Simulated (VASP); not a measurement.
# BaS (Fm-3m) in VASP: settings compared, part 2 of 2

VASP 6.6.1. Earlier steps stand in the parts before.

## Step 3: Relaxation of cell and atoms, r2SCAN

This run uses another cell than the first one, of 33.22 Å³/atom, 0.958 times its volume.

POSCAR reads:

```
BaS
1.0
    0.0000000000      3.2147893190      3.2147893190
    3.2147893190      0.0000000000      3.2147893190
    3.2147893190      3.2147893190      0.0000000000
Ba S
1 1
Direct
    0.0000000000      0.0000000000      0.0000000000
    0.5000000000      0.5000000000      0.5000000000
```

INCAR.step1 reads:

```
ALGO = Normal
EDIFF = 1E-4
ENCUT = 600
GGA = PE
ISMEAR = -1
LASPH = True
LCHARG = False
LREAL = False
LWAVE = True
NELM = 60
PREC = Accurate
SIGMA = 0.02
```

INCAR.step2 reads:

```
ALGO = Normal
EDIFF = 1E-6
EDIFFG = -0.005
ENCUT = 600
IBRION = 2
ISIF = 3
ISMEAR = -1
ISTART = 1
LASPH = True
LCHARG = False
LMIXTAU = True
LREAL = False
LWAVE = False
METAGGA = R2SCAN
NELM = 60
NSW = 80
PREC = Accurate
SIGMA = 0.02
```

KPOINTS reads:

```
k-points
0
Gamma
  6 6 6
```

Potentials or basis: VASP PAW PBE potentials, release 64 (Ba_sv, S).

Command:

```sh
cat potpaw_PBE.64/Ba_sv/POTCAR potpaw_PBE.64/S/POTCAR > POTCAR
cp INCAR.step1 INCAR
mpirun -np 1 vasp_std > vasp.out
cp INCAR.step2 INCAR
mpirun -np 1 vasp_std > vasp.out
```

OUTCAR:

```text
EDIFF = 1E-6
   EDIFFG = -0.005
   ENCUT = 600
   IBRION = 2
   ISIF = 3
   ISMEAR = -1
   ISTART = 1
   LASPH = True
   LREAL = False
   METAGGA = R2SCAN
   NELM = 60
   NSW = 80
   PREC = Accurate

 ion  position               nearest neighbor table
   1  0.000  0.000  0.000-   2 3.21   2 3.21   2 3.21   2 3.21   2 3.21   2 3.21
   2  0.500  0.500  0.500-   1 3.21   1 3.21   1 3.21   1 3.21   1 3.21   1 3.21

  LATTYP: Found a face centered cubic cell.
 ALAT       =     6.4295786380

  Lattice vectors:

 A1 = (   0.0000000000,   3.2147893190,   3.2147893190)
 A2 = (   3.2147893190,   0.0000000000,   3.2147893190)
 A3 = (   3.2147893190,   3.2147893190,   0.0000000000)

Analysis of symmetry for initial positions (statically):
=====================================================================
 Subroutine PRICEL returns:
 Original cell was already a primitive cell.

 Routine SETGRP: Setting up the symmetry group for a
 face centered cubic supercell.

 Subroutine GETGRP returns: Found 48 space group operations
 (whereof 48 operations were pure point group operations)
 out of a pool of 48 trial point group operations.

The static configuration has the point symmetry O_h .

Analysis of symmetry for dynamics (positions and initial velocities):
=====================================================================
 Subroutine PRICEL returns:
 Original cell was already a primitive cell.

 Routine SETGRP: Setting up the symmetry group for a
 face centered cubic supercell.

 Subroutine GETGRP returns: Found 48 space group operations
 (whereof 48 operations were pure point group operations)
 out of a pool of 48 trial point group operations.

The dynamic configuration has the point symmetry O_h .

 Subroutine INISYM returns: Found 48 space group operations
 (whereof 48 operations are pure point group operations),
 and found     1 'primitive' translations

----------------------------------------------------------------------------------------

                                     Primitive cell

[... 95 lines left out ...]
   EFERMI =   0.00;   METHOD = LEGACY
   ISMEAR =    -1;   SIGMA  =   0.02  broadening in eV -4-tet -1-fermi 0-gaus
   EFERMI_NEDOS =   21; number of points for ismear=-14 and -15
   IALGO  =     38    algorithm
   IMIX   =      4    mixing-type and parameters
     AMIX     =   0.40;   BMIX     =  1.00
     AMIX_MAG =   1.60;   BMIX_MAG =  1.00
  volume/ion in A,a.u.               =      33.22       224.21
  Fermi-wavevector in a.u.,A,eV,Ry     =   1.018480  1.924647 14.113331  1.037301
  Thomas-Fermi vector in A             =   2.151939
   LORBIT       =      0    0 simple, 1 ext, 2 COOP (PROOUT), +10 PAW based schemes
   METAGGA = R2SCAN    functional components
   LHFCALC =     F    Hartree Fock is set to
   AEXX    =    0.0000 exact exchange contribution
   IVDW    =     0    specifies the selected vdW correction
   LEPSILON=     F    determine dielectric tensor
   LRPA    =     F    only Hartree local field effects (RPA)
 conjugate gradient relaxation of ions
 non-spin polarized calculation
  energy-cutoff  :      600.00
  volume of cell :       66.45
 maximum number of plane-waves:      2252
   NGX = 19   NGY = 19   NGZ = 19

--------------------------------------- Ionic step        1  -------------------------------------------

 number of electron      16.0000002 magnetization

 Free energy of the ion-electron system (eV)
  ---------------------------------------------------
  ext. energy  EPLUGINS =         0.00000000
  ---------------------------------------------------
  free energy    TOTEN  =       -39.20622175 eV

  energy without entropy =      -39.20622175  energy(sigma->0) =      -39.20622175

------------------------ aborting loop because EDIFF is reached ----------------------------------------

  FORCE on cell =-STRESS in cart. coord.  units (eV):
  Direction    XX          YY          ZZ          XY          YZ          ZX
  --------------------------------------------------------------------------------------
  -------------------------------------------------------------------------------------
  Total        0.1934124      0.1934124      0.1934124      0.0000000      0.0000000      0.0000000
  in kB        4.6634496      4.6634496      4.6634496      0.0000000      0.0000000      0.0000000
  external PRESSURE =       4.6634496 kB  Pullay stress =       0.0000000 kB
[... 59 lines left out ...]
--------------------------------------- Ionic step        3  -------------------------------------------

 number of electron      16.0000001 magnetization

 Free energy of the ion-electron system (eV)
  ---------------------------------------------------
  ext. energy  EPLUGINS =         0.00000000
  ---------------------------------------------------
  free energy    TOTEN  =       -39.20720299 eV

  energy without entropy =      -39.20720299  energy(sigma->0) =      -39.20720299

 E-fermi :   1.5077     XC(G=0):  -8.9478

 val. band max:        1.0667954365   @ k =   0.0000   0.0000   0.0000
 cond. band min:       3.5777985720   @ k =   0.5000   0.5000   0.0000
 fundamental gap:      2.5110031355
 Fermi energy:         1.5077458036

 k-point     1 :       0.0000    0.0000    0.0000
  band No.  band energies     occupation
      1     -25.8437      2.00000
      2     -10.4802      2.00000
      3     -10.4802      2.00000
      4     -10.4802      2.00000
      5      -9.6849      2.00000
      6       1.0668      2.00000
      7       1.0668      2.00000
      8       1.0668      2.00000
      9       5.1333      0.00000
     10       5.3678      0.00000
     11       5.3678      0.00000
     12       5.3678      0.00000
[... 252 lines left out ...]
  FREE ENERGIE OF THE ION-ELECTRON SYSTEM (eV)
  ---------------------------------------------------
  free  energy   TOTEN  =       -39.2072029911 eV

  energy  without entropy=      -39.2072029911  energy(sigma->0) =      -39.20720299

 reached required accuracy - stopping structural energy minimisation
```

OUTCAR.step1:

```text
EDIFF = 1E-4
   ENCUT = 600
   GGA = PE
   ISMEAR = -1
   LASPH = True
[... 449 lines left out ...]
      0.00000      0.00000      0.00000         0.000000     -0.000000     -0.000000
      3.21479      3.21479      3.21479        -0.000000      0.000000      0.000000
 -----------------------------------------------------------------------------------
    total drift:                                0.000000      0.000000      0.000000

  FREE ENERGIE OF THE ION-ELECTRON SYSTEM (eV)
  ---------------------------------------------------
  free  energy   TOTEN  =       -10.1930660869 eV

  energy  without entropy=      -10.1930660869  energy(sigma->0) =      -10.19306609
```

OSZICAR.step1:

```text
N       E                     dE             d eps       ncg     rms          rms(c)
DAV:   1     0.104299182322E+03    0.10430E+03   -0.77241E+03   384   0.130E+03
DAV:   2    -0.390861714612E+01   -0.10821E+03   -0.99687E+02   524   0.203E+02
DAV:   3    -0.105237684175E+02   -0.66152E+01   -0.65488E+01   496   0.577E+01
DAV:   4    -0.106769899666E+02   -0.15322E+00   -0.15313E+00   552   0.927E+00
DAV:   5    -0.106809417541E+02   -0.39518E-02   -0.39514E-02   508   0.124E+00    0.469E+00
DAV:   6    -0.101724945613E+02    0.50845E+00   -0.11671E+00   456   0.623E+00    0.326E+00
DAV:   7    -0.101775849207E+02   -0.50904E-02   -0.27889E-01   576   0.305E+00    0.214E+00
DAV:   8    -0.101885334383E+02   -0.10949E-01   -0.24846E-02   432   0.124E+00    0.459E-01
DAV:   9    -0.101919939421E+02   -0.34605E-02   -0.61452E-03   480   0.718E-01    0.183E-01
DAV:  10    -0.101930010855E+02   -0.10071E-02   -0.11924E-03   428   0.291E-01    0.394E-02
DAV:  11    -0.101930660869E+02   -0.65001E-04   -0.91101E-05   376   0.709E-02
   1 F= -.10193066E+02 E0= -.10193066E+02  d E =-.407781E-12
```

Wall time 1.8 min (1 thread of Intel Xeon 6975P-C, shared host); peak memory 0.23 GiB.

Results:

- Free energy: -39.2072 eV
- Relaxed volume: 33.57 Å³/atom
- Relaxed cell: a = 4.562 Å, b = 4.562 Å, c = 4.562 Å, α = 60.00°, β = 60.00°, γ = 60.00°
- Space group after relaxing (to 0.05 Å): Fm-3m (No. 225)
- Energy gained by relaxing: 0.5 meV/atom
- Ionic steps: 3
- Pressure after relaxing: 0.0 GPa
- Band gap on the k mesh: 2.51 eV, indirect (least direct gap 2.66 eV)

The path:
| step | energy change (eV) | largest force (eV/Å) | pressure (GPa) | volume (Å³) |
| --- | --- | --- | --- | --- |
| 1 | 0.0000 | 0.0000 | 0.47 | 66.45 |
| 2 | -0.0009 | 0.0000 | -0.16 | 67.38 |
| 3 | -0.0010 | 0.0000 | 0.00 | 67.13 |

Final structure:
```cif
data_structure
_symmetry_space_group_name_H-M 'P 1'
_symmetry_Int_Tables_number 1
_cell_length_a 4.5619
_cell_length_b 4.5619
_cell_length_c 4.5619
_cell_angle_alpha 60.000
_cell_angle_beta 60.000
_cell_angle_gamma 60.000
_cell_volume 67.13
loop_
_atom_site_label
_atom_site_type_symbol
_atom_site_fract_x
_atom_site_fract_y
_atom_site_fract_z
_atom_site_occupancy
Ba1 Ba 0.00000 0.00000 0.00000 1
S1 S 0.50000 0.50000 0.50000 1
```

Caveat: the PAW data sets were made with another functional, which shifts forces and pressure a little; spin-orbit coupling is left out, which moves the levels of the heavy elements. A k mesh can miss the band edges.

## Step 4: Single point, HSE06

This run uses another cell than the first one, of 32.91 Å³/atom, 0.949 times its volume.

POSCAR reads:

```
BaS
1.0
    0.0000000000      3.2046768162      3.2046768162
    3.2046768162      0.0000000000      3.2046768162
    3.2046768162      3.2046768162      0.0000000000
Ba S
1 1
Direct
    0.0000000000      0.0000000000      0.0000000000
    0.5000000000      0.5000000000      0.5000000000
```

INCAR.step1 reads:

```
PREC = Accurate
ENCUT = 520
EDIFF = 1E-5
ISMEAR = -1
SIGMA = 0.02
LREAL = False
LASPH = True
NELM = 80
ALGO = Normal
ISIF = 2
LWAVE = True
NBANDS = 15
GGA = PE
```

INCAR.step2 reads:

```
PREC = Accurate
ENCUT = 520
EDIFF = 1E-7
ISMEAR = -1
SIGMA = 0.02
LREAL = False
LASPH = True
NELM = 80
ALGO = Normal
ISIF = 2
LWAVE = False
LCHARG = True
GGA = PE
LHFCALC = True
HFSCREEN = 0.2079
PRECFOCK = Normal
LELF = True
LVHAR = True
NBANDS = 15
ISTART = 1
```

KPOINTS reads:

```
regular mesh
0
Gamma
  4 4 4
```

Command:

```sh
cat potpaw_PBE.64/Ba_sv/POTCAR potpaw_PBE.64/S/POTCAR > POTCAR
cp INCAR.step1 INCAR
mpirun -np 1 vasp_std > vasp.out
cp INCAR.step2 INCAR
mpirun -np 1 vasp_std > vasp.out
```

Wall time 11 min (1 thread of Intel Xeon 6975P-C, shared host); peak memory 0.32 GiB.

Results (log left out):

| Quantity | Value |
| --- | --- |
| Free energy | -11.5436 eV |
| Pressure | 0.5 GPa |
| Band gap on the k mesh | 3.04 eV, indirect (least direct gap 3.20 eV) |

Levels at points of the mesh, in eV from the valence-band top:
```
           k point  band 6  band 7  band 8  band 9  band 10  band 11
(0.00, 0.00, 0.00)    0.00    0.00    0.00    4.53     4.91     4.91
(0.50, 0.00, 0.00)   -2.05   -1.13   -1.13    6.62     6.67     7.51
(0.50, 0.50, 0.00)   -0.60   -0.16   -0.16    3.04     7.07     7.13
```

Caveat: the k points lie up to 0.42 Å⁻¹ apart; the PAW data sets were made with another functional, which shifts forces and pressure a little; spin-orbit coupling is left out, which moves the levels of the heavy elements.

## Step 5: Single point, PBE, non-collinear spin, zero start, spin-orbit coupling

This run uses another cell than the first one, of 33.13 Å³/atom, 0.955 times its volume.

INCAR reads:

```
PREC     = Accurate       # precision mode
ENCUT    = 520            # plane-wave cutoff, eV
EDIFF    = 1E-6           # SCF threshold, eV
ISMEAR   = 0              # smearing method
SIGMA    = 0.01           # smearing width, eV
LREAL    = False          # projectors in reciprocal space
LASPH    = True           # aspherical terms in the spheres
NELM     = 150            # most SCF steps
ALGO     = Normal         # electronic algorithm
ISIF     = 2              # what is computed and relaxed
LWAVE    = False          # write WAVECAR
LCHARG   = True           # write CHGCAR
MAGMOM   = 0 0 0 0 0 0    # initial moments
LORBIT   = 11             # projections on sites
LSORBIT  = True           # spin-orbit coupling
GGA_COMPAT= False        
LORBMOM  = True         
GGA      = PE             # functional
LVHAR    = True         
NBANDS   = 28             # bands
```

KPOINTS reads:

```
Automatic mesh
0
Gamma
  8 8 8
```

POSCAR reads:

```
BaS
1.0
    0.0000000000      3.2117958671      3.2117958671
    3.2117958671      0.0000000000      3.2117958671
    3.2117958671      3.2117958671      0.0000000000
Ba S
1 1
Direct
    0.0000000000      0.0000000000      0.0000000000
    0.5000000000      0.5000000000      0.5000000000
```

Command:

```sh
cat potpaw_PBE.64/Ba_sv/POTCAR potpaw_PBE.64/S/POTCAR > POTCAR
mpirun -np 1 vasp_ncl > vasp.out
```

Run time: 2.8 min. Hardware: 1 thread of Intel Xeon 6975P-C, shared host; peak memory 0.41 GiB.

It converged, with:

```
Free energy                                           : -10.3873 eV
Pressure                                              : 0.6 GPa
Net moment                                            : 0.00 μB per cell
Valence electrons inside the program's atomic spheres : Ba 7.90; S 3.75
```

Moments on the atoms (μB; x, y, z):
```
Ba  0.00 0.00 0.00
S   0.00 0.00 0.00
```

## Step 6: Summary

| task | level | spin | cell | k mesh | cutoff (eV) | smearing | grid for exact exchange (PRECFOCK) | screening parameter | gap on the mesh (eV) | pressure (GPa) | relaxed volume (Å³/atom) |
| --- | --- | --- | --- | --- | --- | --- | --- | --- | --- | --- | --- |
| relaxation of cell and atoms | PBE | off | relaxed from a = 4.612 Å, angles 60.0°, 2 atoms | 6 × 6 × 6 | 600 | fermi-dirac 0.02 eV | - | - | 2.16 | 0.0 | 33.65 |
| relaxation of cell and atoms | r2SCAN | off | relaxed from a = 4.546 Å, angles 60.0°, 2 atoms | 6 × 6 × 6 | 600 | fermi-dirac 0.02 eV | - | - | 2.51 | 0.0 | 33.57 |
| single point | HSE06 | off | a = 4.532 Å, angles 60.0°, 2 atoms | 4 × 4 × 4 | 520 | fermi-dirac 0.02 eV | Normal | 0.2079 1/Å | 3.04 | 0.5 | - |
| single point | PBE | non-collinear, zero start, SOC | a = 4.542 Å, angles 60.0°, 2 atoms | 8 × 8 × 8 | 520 | gaussian 0.01 eV | - | - | - | 0.6 | - |

Alike in all rows: potentials or basis VASP PAW PBE potentials, release 64 (Ba_sv, S).

Caveats: some runs use coarse meshes; spin-orbit coupling is left out, which moves the levels of the heavy elements (some runs); the PAW data sets were made with another functional, which shifts forces and pressure a little (some runs).

Absolute energies hang on the potentials; compare differences alone.
